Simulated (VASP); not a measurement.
Here is a VASP 6.6.1 calculation.

File INCAR:

```
SYSTEM = Ge
AGGAC    = 1.0          
AGGAX    = 1.0          
ALDAC    = 0.0          
ALDAX    = 1.0          
ALGO     = Normal         ! electronic algorithm
EDIFF    = 1E-7           ! SCF threshold, eV
ENCUT    = 520            ! plane-wave cutoff, eV
GGA      = B5             ! functional
ISIF     = 2              ! what is computed and relaxed
ISMEAR   = -1             ! smearing method
LASPH    = .True.         ! aspherical terms in the spheres
LCHARG   = .False.        ! write CHGCAR
LREAL    = .False.        ! projectors in reciprocal space
LWAVE    = .False.        ! write WAVECAR
NBANDS   = 28             ! bands
NELM     = 100            ! most SCF steps
PREC     = Accurate       ! precision mode
SIGMA    = 0.1            ! smearing width, eV
```

The input KPOINTS:

```
k-points
0
Gamma
  10 10 14
  0 0 0
```

Contents of POSCAR:

```
Ge
1.0
    5.0703815699      0.0000000000      0.0000000000
   -2.5351907850      4.3910792464      0.0000000000
    0.0000000000      0.0000000000      2.9093536614
Ge
3
Direct
    0.0000000000      0.0000000000      0.0000000000
    0.3333333333      0.6666666667      0.5000000000
    0.6666666667      0.3333333333      0.5000000000
```

Potentials or basis: VASP PAW PBE potentials, release 64 (Ge_d).

Launch:

```bash
$ cat potpaw_PBE.64/Ge_d/POTCAR > POTCAR
$ mpirun -np 1 vasp_std > vasp.out
```

Q: What does it give for the band gap on the k mesh?

A: Zero (bands 21 and 22 overlap by 4.31 eV).

Q: Estimate the pressure.

A: 0.1 GPa.

Stress tensor (GPa, compression positive):
```
0.18 0.00 0.00
0.00 0.18 0.00
0.00 0.00 0.07
```

Caveat: the PAW data sets were made with another functional, which shifts forces and pressure a little.
